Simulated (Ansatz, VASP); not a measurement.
# V: VASP beside Ansatz

File INCAR:

```
SYSTEM = V
ALGO     = Normal         ! electronic algorithm
EDIFF    = 1E-8           ! SCF threshold, eV
ENCUT    = 520            ! plane-wave cutoff, eV
GGA      = PE             ! functional
ISIF     = 2              ! what is computed and relaxed
ISMEAR   = -1             ! smearing method
ISPIN    = 2              ! spin polarisation
LASPH    = .TRUE.         ! aspherical terms in the spheres
LCHARG   = .FALSE.        ! write CHGCAR
LEFG     = .TRUE.       
LMAXMIX  = 4              ! l up to which the mixer works
LORBIT   = 11             ! projections on sites
LREAL    = .FALSE.        ! projectors in reciprocal space
LWAVE    = .FALSE.        ! write WAVECAR
MAGMOM   = 1.5            ! initial moments
NBANDS   = 16             ! bands
NELM     = 150            ! most SCF steps
PREC     = Accurate       ! precision mode
SIGMA    = 0.03           ! smearing width, eV
```

File KPOINTS:

```
k-points
0
G
  19 19 19
  0 0 0
```

POSCAR

```
V
1.0
   -1.5028453316      1.5028453316      1.5028453316
    1.5028453316     -1.5028453316      1.5028453316
    1.5028453316      1.5028453316     -1.5028453316
V
1
Direct
    0.0000000000      0.0000000000      0.0000000000
```

Input for Ansatz:

```yaml
crystal:
  lattice:
    - [-1.5028453316, 1.5028453316, 1.5028453316]
    - [1.5028453316, -1.5028453316, 1.5028453316]
    - [1.5028453316, 1.5028453316, -1.5028453316]
  atoms:
    - { symbol: V, position: [0.0, 0.0, 0.0], spin: 1.5 }
magnetization:
  spin_polarized: true
kpoints:
  mp_grid: { grid: [19, 19, 19] }
scf:
  occupations: { method: fermi_dirac, width: 0.03 }
hamiltonian:
  xc: pbe
  pseudopotentials: { kind: paw }
output:
  forces: true
  stress: true
  eigenvalues: true
  efg: { contact_densities: true }
```

Change from the starting cell: volume scaled by 0.98, PAW files.

Alike in both runs: task electric field gradients; functional PBE; k mesh 19 × 19 × 19; occupations fermi-dirac, width 0.03 eV; collinear spin.

|  | VASP | Ansatz |
| --- | --- | --- |
| version | VASP 6.6.1 | Ansatz 0.2.0 |
| potentials or method | VASP PAW PBE potentials, release 64 (V_sv) | PAW with Ansatz's default frozen-core files, scalar-relativistic |
| plane-wave cutoff (eV) | 520 | 420 |
| valence electrons in the cell | 13 | 13 |

```csv
,VASP,Ansatz,Ansatz less VASP
pressure (GPa),-1.5,-1.7,-0.22
net moment per atom (μB),0.00,0.00,0.000
```

Ansatz's warnings: seeded moment not kept.
